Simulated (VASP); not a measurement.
# Gd: relaxation of shape and atoms at fixed volume with PBE+U

The system is Gd.

```
CELL_PARAMETERS angstrom
3.62886 0.00000 0.00000
-1.81443 3.14268 0.00000
0.00000 0.00000 5.80835
ATOMIC_POSITIONS crystal
Gd 0.33333 0.66667 0.25000
Gd 0.66667 0.33333 0.75000
```

```yaml
Program: VASP 6.6.1
Task: relaxation of shape and atoms at fixed volume
Functional: PBE
Potentials_or_basis: VASP PAW PBE potentials, release 64 (Gd)
Cutoff: 600 eV
k_mesh: 14 × 14 × 8
Occupations: gaussian, width 0.05 eV
Spin: collinear spin, ferromagnetic start
Starting_moments: "[8.24, 8.24] μB"
Hubbard_terms: Gd f U = 6.0 eV
Dipole_correction: no
Further_INCAR_settings: ALGO = Normal; EDIFF = 1e-07; IBRION = 2; EDIFFG = -0.01; NSW = 60; ISIF = 4
```

| Quantity | Value |
| --- | --- |
| Pressure after relaxing | 1.0 GPa |
| Net moment | 15.58 μB per cell |
| Site moments | Gd +7.11 μB |
| Valence electrons inside the program's atomic spheres | Gd 15.18 |

Final structure:
```yaml
crystal:
  lattice:
    - [3.62886, 0.00000, 0.00000]
    - [-1.81443, 3.14268, 0.00000]
    - [0.00000, 0.00000, 5.80835]
  atoms:
    - { symbol: Gd, position: [0.33333, 0.66667, 0.25000] }
    - { symbol: Gd, position: [0.66667, 0.33333, 0.75000] }
```

Levels at points of the mesh, in eV from the Fermi level:
Spin up:
```
           k point  band 23  band 24  band 25  band 26  band 27  band 28  band 29  band 30
(0.00, 0.00, 0.00)    -5.21    -2.65     0.85     1.18     1.18     1.29     1.79     1.79
(0.50, 0.00, 0.00)    -2.31    -1.88    -1.44    -0.24     0.90     0.95     1.60     4.96
(0.00, 0.00, 0.50)    -3.74    -3.74     0.29     0.29     1.11     1.11     1.11     1.11
(0.50, 0.00, 0.50)    -2.30    -2.30    -0.64    -0.64     1.31     1.31     2.41     2.41
```
Spin down:
| k point | band 6 | band 7 | band 8 | band 9 | band 10 | band 11 | band 12 | band 13 | band 14 | band 15 |
| --- | --- | --- | --- | --- | --- | --- | --- | --- | --- | --- |
| (0.00, 0.00, 0.00) | -20.11 | -20.11 | -20.11 | -4.26 | -1.51 | 1.72 | 2.22 | 2.22 | 2.29 | 2.76 |
| (0.50, 0.00, 0.00) | -20.42 | -20.33 | -20.21 | -1.12 | -0.98 | -0.65 | 0.88 | 1.91 | 1.97 | 2.58 |
| (0.00, 0.00, 0.50) | -20.17 | -20.17 | -20.17 | -2.72 | -2.72 | 1.33 | 1.33 | 2.21 | 2.21 | 2.21 |
| (0.50, 0.00, 0.50) | -20.33 | -20.31 | -20.31 | -1.43 | -1.43 | 0.52 | 0.52 | 2.11 | 2.11 | 2.87 |

Eigenvalues of the final occupation matrices:
```tsv
site	spin	trace	eigenvalues
site 1 f	1	6.93	0.99 0.99 0.99 0.99 0.99 0.99 0.99
site 1 f	2	0.00	0.00 0.00 0.00 0.00 0.00 0.00 0.00
site 2 f	1	6.93	0.99 0.99 0.99 0.99 0.99 0.99 0.99
site 2 f	2	0.00	0.00 0.00 0.00 0.00 0.00 0.00 0.00
```

Run time: 5.1 min on 4 MPI ranks on AMD EPYC 7R13 Processor (Zen 3), with other jobs on the host, peak memory 0.54 GiB a rank.

Caveat: spin-orbit coupling is left out, which moves the levels of the heavy elements. The state reached can hang on the start; a lower one may exist.
